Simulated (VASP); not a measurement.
# Hf2N: single point with r2SCAN

Hf2N:

```
Hf N
1.0
     5.31312    0.00000    0.00000
     0.00000    5.31312    0.00000
     0.00000    0.00000    3.24210
Hf N
4 2
Direct
  0.29554 0.29554 0.00000
  0.70446 0.70446 0.00000
  0.79554 0.20446 0.50000
  0.20446 0.79554 0.50000
  0.00000 0.00000 0.00000
  0.50000 0.50000 0.50000
```

| Property | Result |
| --- | --- |
| Program | VASP 6.6.1 |
| Task | single point |
| Functional | r2SCAN |
| Potentials or basis | VASP PAW PBE potentials, release 64 (Hf_pv, N) |
| Cutoff | 520 eV |
| k mesh | 6 × 6 × 8 |
| Occupations | gaussian, width 0.1 eV |
| Spin | no spin polarisation |

```yaml
Pressure: 0.0 GPa
Largest_force: 0.013 eV/Å
Band_gap_on_the_k_mesh: zero (bands 25 and 26 overlap by 2.77 eV)
```

Forces on the atoms (eV/Å):
```
Hf  -0.009 -0.009  0.000
Hf   0.009  0.009  0.000
Hf  -0.009  0.009  0.000
Hf   0.009 -0.009  0.000
N    0.000  0.000  0.000
N    0.000  0.000  0.000
```

Stress tensor (GPa, compression positive):
```
-0.28  0.00  0.00
 0.00 -0.28  0.00
 0.00  0.00  0.42
```

Levels at points of the mesh, in eV from the Fermi level:
```
           k point  band 22  band 23  band 24  band 25  band 26  band 27  band 28  band 29
(0.00, 0.00, 0.00)    -2.29    -0.49     0.97     1.08     1.08     1.14     1.75     1.95
(0.50, 0.00, 0.00)    -2.76    -1.18    -1.18     1.38     1.38     1.99     1.99     2.10
(0.50, 0.50, 0.00)    -2.05    -1.51    -1.51     1.00     1.00     1.60     1.60     1.99
(0.00, 0.00, 0.50)    -1.71    -1.41    -1.41    -1.39    -1.39     2.26     2.26     3.88
(0.50, 0.00, 0.50)    -2.05    -1.37    -1.37    -1.14    -1.14     1.80     1.80     4.01
(0.50, 0.50, 0.50)    -1.91    -0.82    -0.82    -0.80    -0.80     1.25     1.25     2.90
```

Run time: 3.1 min on 1 thread of Intel(R) Xeon(R) 6975P-C (Granite Rapids), with other jobs on the host, peak memory 0.27 GiB.

Caveat: the PAW data sets were made with another functional, which shifts forces and pressure a little; spin-orbit coupling is left out, which moves the levels of the heavy elements.
